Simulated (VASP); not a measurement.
A run of VASP 6.6.1:

File INCAR:

```
SYSTEM = KNd2Sb3
ALGO     = Normal         ! electronic algorithm
EDIFF    = 1E-6           ! SCF threshold, eV
ENCUT    = 500            ! plane-wave cutoff, eV
GGA      = PE             ! functional
GGA_COMPAT= .FALSE.      
ISIF     = 2              ! what is computed and relaxed
ISMEAR   = 0              ! smearing method
LASPH    = .TRUE.         ! aspherical terms in the spheres
LCHARG   = .TRUE.         ! write CHGCAR
LELF     = .TRUE.         ! ELF
LMAXMIX  = 6              ! l up to which the mixer works
LREAL    = .FALSE.        ! projectors in reciprocal space
LVHAR    = .TRUE.       
LWAVE    = .FALSE.        ! write WAVECAR
NBANDS   = 32             ! bands
NELM     = 200            ! most SCF steps
PREC     = Accurate       ! precision mode
SIGMA    = 0.2            ! smearing width, eV
```

File KPOINTS:

```
k-points
0
G
  4 4 2
  0 0 0
```

Contents of POSCAR:

```
KNd2Sb3
1.0
    5.8386822222      0.0000000000      0.0000000000
   -2.9193411111      5.0564471290      0.0000000000
    0.0000000000      0.0000000000      6.5397946668
K Nd Sb
1 2 3
Direct
    0.0000000000      0.0000000000      0.5000000000
    0.3333333333      0.6666666667      0.0000000000
    0.6666666667      0.3333333333      0.0000000000
    0.3333333333      0.6666666667      0.5000000000
    0.6666666667      0.3333333333      0.5000000000
    0.0000000000      0.0000000000      0.0000000000
```

Potentials or basis: VASP PAW PBE potentials, release 64 (K_sv, Nd_3, Sb), 4f in core.

Run with:

```bash
$ cat potpaw_PBE.64/K_sv/POTCAR potpaw_PBE.64/Nd_3/POTCAR potpaw_PBE.64/Sb/POTCAR > POTCAR
$ mpirun -np 1 vasp_std > vasp.out
```

Hardware: 1 thread of Intel(R) Xeon(R) 6975P-C (Granite Rapids) (shared host).

Question: Estimate the wall time of this run.

Answer: It took 50 s on 1 thread of Intel(R) Xeon(R) 6975P-C (Granite Rapids) (shared host), peak memory 0.33 GiB. Counts: scf iterations 13, k points 8.
